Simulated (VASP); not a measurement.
Input of a VASP 6.6.1 run:

POSCAR

```
AgBr
1.0
    0.0000000000      2.8925632373      2.8925632373
    2.8925632373      0.0000000000      2.8925632373
    2.8925632373      2.8925632373      0.0000000000
Ag Br
1 1
Direct
    0.0000000000      0.0000000000      0.0000000000
    0.5000000000      0.5000000000      0.5000000000
```

File INCAR.step1:

```
SYSTEM = AgBr
  PREC = Accurate
  ENCUT = 550
  ISMEAR = 0
  SIGMA = 0.02
  LREAL = .False.
  LASPH = .True.
  NELM = 120
  NBANDS = 16
  GGA = PE
  ALGO = Normal
  EDIFF = 1E-5
  LWAVE = .True.
  LCHARG = .False.
  GGA_COMPAT = .False.
```

Contents of INCAR.step2:

```
SYSTEM = AgBr
  PREC = Accurate
  ENCUT = 550
  EDIFF = 1E-6
  ISMEAR = 0
  SIGMA = 0.02
  LREAL = .False.
  LASPH = .True.
  NELM = 120
  ALGO = Normal
  ISIF = 2
  LWAVE = .False.
  LCHARG = .True.
  METAGGA = R2SCAN
  LMIXTAU = .True.
  LELF = .True.
  LVHAR = .True.
  NBANDS = 16
  ISTART = 1
  GGA_COMPAT = .False.
```

KPOINTS

```
Automatic mesh
0
Gamma
  8 8 8
  0 0 0
```

Potentials or basis: VASP PAW PBE potentials, release 64 (Ag, Br).

Run with:

```bash
$ cat potpaw_PBE.64/Ag/POTCAR potpaw_PBE.64/Br/POTCAR > POTCAR
$ cp INCAR.step1 INCAR
$ mpirun -np 1 vasp_std > vasp.out
$ cp INCAR.step2 INCAR
$ mpirun -np 1 vasp_std > vasp.out
```

Task: Predict the band gap on the k mesh.

Result: 1.25 eV (least direct gap 3.19 eV).

Task: Estimate the pressure.

Result: -0.1 GPa.

Caveat: the PAW data sets were made with another functional, which shifts forces and pressure a little. r2SCAN opens gaps a little over a GGA but as a rule still falls short of measured ones.
